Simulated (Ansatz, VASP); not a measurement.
## One calculation of NaMgBr3, two programs

```
Na Mg Br
1.0
     5.32149    0.00000    0.00000
     0.00000    5.32149    0.00000
     0.00000    0.00000    5.24080
Na Mg Br
1 1 3
Direct
  0.00000 0.00000 0.00000
  0.50000 0.50000 0.50000
  0.50000 0.50000 0.00000
  0.50000 0.00000 0.50000
  0.00000 0.50000 0.50000
```

Change from the starting cell: epitaxial_xy strain +1.0%.

Alike in both runs: task single point; functional PBE; k mesh 6 × 6 × 6; occupations fermi-dirac, width 0.02 eV; no spin polarisation.

```csv
,VASP,Ansatz
version,VASP 6.6.1,Ansatz 0.2.0
potentials or method,"VASP PAW PBE potentials, release 64 (Na_pv, Mg, Br)","plane waves, PAW"
plane-wave cutoff (eV),520,420
valence electrons in the cell,30,40
```

Ansatz gave:

* gap on the k mesh at the Fermi level (eV): 2.78
* pressure (GPa): 0.3
* traceless stress, the component that is largest in VASP (GPa): 0.34

Question: What did VASP give for the same quantities?

Answer: gap on the k mesh at the Fermi level (eV): 2.76; pressure (GPa): 0.2; traceless stress, the component that is largest in VASP (GPa): 0.33.

VASP's potentials hold 30 valence electrons a cell and Ansatz's 40, so a difference there can come from the potentials and not from the codes.
